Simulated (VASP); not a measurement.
Write the native input for VASP 6.6.1 that does the following.

```yaml
Task: electric field gradients
Functional: PBE
Potentials_or_basis: VASP PAW PBE potentials, release 64 (Hf_pv, B)
Cutoff: 520 eV
k_mesh: 13 × 13 × 11
Occupations: fermi-dirac, width 0.05 eV
Spin: no spin polarisation
Dipole_correction: no
Further_INCAR_settings: ALGO = Normal; EDIFF = 1e-08; NBANDS = 15
```

The structure of HfB2 lies in POSCAR:

```
HfB2
1.0
    3.1813206298      0.0000000000      0.0000000000
   -1.5906603150      2.7551044830      0.0000000000
    0.0000000000      0.0000000000      3.5257947253
Hf B
1 2
Direct
    0.0000000000      0.0000000000      0.0000000000
    0.3333333333      0.6666666667      0.5000000000
    0.6666666667      0.3333333333      0.5000000000
```

This cell differs from its parent crystal: volume scaled by 1.04.

The input as run:

INCAR

```
SYSTEM = HfB2
PREC = Accurate ; ENCUT = 520
EDIFF = 1E-8 ; ISMEAR = -1
SIGMA = 0.05 ; LREAL = .False.
LASPH = .True. ; NELM = 60
ALGO = Normal ; ISIF = 2
LWAVE = .False. ; LCHARG = .False.
GGA = PE ; LEFG = .True.
NBANDS = 15
```

KPOINTS

```
regular mesh
0
Gamma
  13 13 11
  0 0 0
```

Potentials or basis: VASP PAW PBE potentials, release 64 (Hf_pv, B).

Command:

```console
$ cat potpaw_PBE.64/Hf_pv/POTCAR potpaw_PBE.64/B/POTCAR > POTCAR
$ mpirun -np 1 vasp_std > vasp.out
```

Results of the run:

The pressure is -8.4 GPa and the band gap on the k mesh is zero (band 8 reaches 7.98 eV, above the bottom of band 9 at 7.00 eV).

Caveat: without QUAD_EFG the Cq values of the log hold for a quadrupole moment of 1 mb, not for the nuclei; spin-orbit coupling is left out, which moves the levels of the heavy elements.

Wall time 30 s on 1 thread of Intel(R) Xeon(R) Platinum 8488C (Sapphire Rapids), on a shared host, peak memory 0.18 GiB.
